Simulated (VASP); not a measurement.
Write the native input for VASP 6.6.1 that does the following.

```
Task                   : relaxation of cell and atoms
Functional             : r2SCAN
Potentials or basis    : VASP PAW PBE potentials, release 64 (K_sv, F)
Cutoff                 : 600 eV
k mesh                 : 8 × 8 × 8
Occupations            : fermi-dirac, width 0.02 eV
Spin                   : no spin polarisation
Dipole correction      : no
Further INCAR settings : ALGO = Normal; EDIFF = 1e-06; IBRION = 2; EDIFFG = -0.01; NSW = 80; ISIF = 3
```

The system is KF (Carobbiite).

```xyz
2
Lattice="0.0000 2.6719 2.6719 2.6719 0.0000 2.6719 2.6719 2.6719 0.0000" Properties=species:S:1:pos:R:3 pbc="T T T"
K     0.0000    0.0000    0.0000
F     2.6719    2.6719    2.6719
```

The input as run:

POSCAR

```
KF
1.0
    0.0000000000      2.6718500000      2.6718500000
    2.6718500000      0.0000000000      2.6718500000
    2.6718500000      2.6718500000      0.0000000000
K F
1 1
Direct
    0.0000000000      0.0000000000      0.0000000000
    0.5000000000      0.5000000000      0.5000000000
```

INCAR.step1

```
SYSTEM = KF
PREC = Accurate ; ENCUT = 600
ISMEAR = -1 ; SIGMA = 0.02
LREAL = .FALSE. ; LASPH = .TRUE.
NELM = 60 ; GGA = PE
ALGO = Normal ; EDIFF = 1E-4
LWAVE = .TRUE. ; LCHARG = .FALSE.
```

INCAR.step2

```
SYSTEM = KF
PREC = Accurate ; ENCUT = 600
EDIFF = 1E-6 ; ISMEAR = -1
SIGMA = 0.02 ; LREAL = .FALSE.
LASPH = .TRUE. ; NELM = 60
ALGO = Normal ; ISIF = 3
LWAVE = .FALSE. ; LCHARG = .FALSE.
METAGGA = R2SCAN ; LMIXTAU = .TRUE.
IBRION = 2 ; NSW = 80
EDIFFG = -0.01 ; ISTART = 1
```

KPOINTS

```
regular mesh
0
G
  8 8 8
  0 0 0
```

Potentials or basis: VASP PAW PBE potentials, release 64 (K_sv, F).

Launch:

```bash
$ cat potpaw_PBE.64/K_sv/POTCAR potpaw_PBE.64/F/POTCAR > POTCAR
$ cp INCAR.step1 INCAR
$ mpirun -np 1 vasp_std > vasp.out
$ cp INCAR.step2 INCAR
$ mpirun -np 1 vasp_std > vasp.out
```

It gave:

```
Relaxed volume                         : 18.79 Å³/atom
Relaxed cell                           : a = 3.760 Å, b = 3.760 Å, c = 3.760 Å, α = 60.00°, β = 60.00°, γ = 60.00°
Space group after relaxing (to 0.05 Å) : Fm-3m (No. 225)
Energy gained by relaxing              : 0.5 meV/atom
Ionic steps                            : 3
Pressure after relaxing                : 0.0 GPa
Band gap on the k mesh                 : 6.91 eV, direct
```

Caveat: the PAW data sets were made with another functional, which shifts forces and pressure a little.

It took 2.3 min on 1 thread of Intel(R) Xeon(R) 6975P-C (Granite Rapids), on a shared host, peak memory 0.18 GiB.
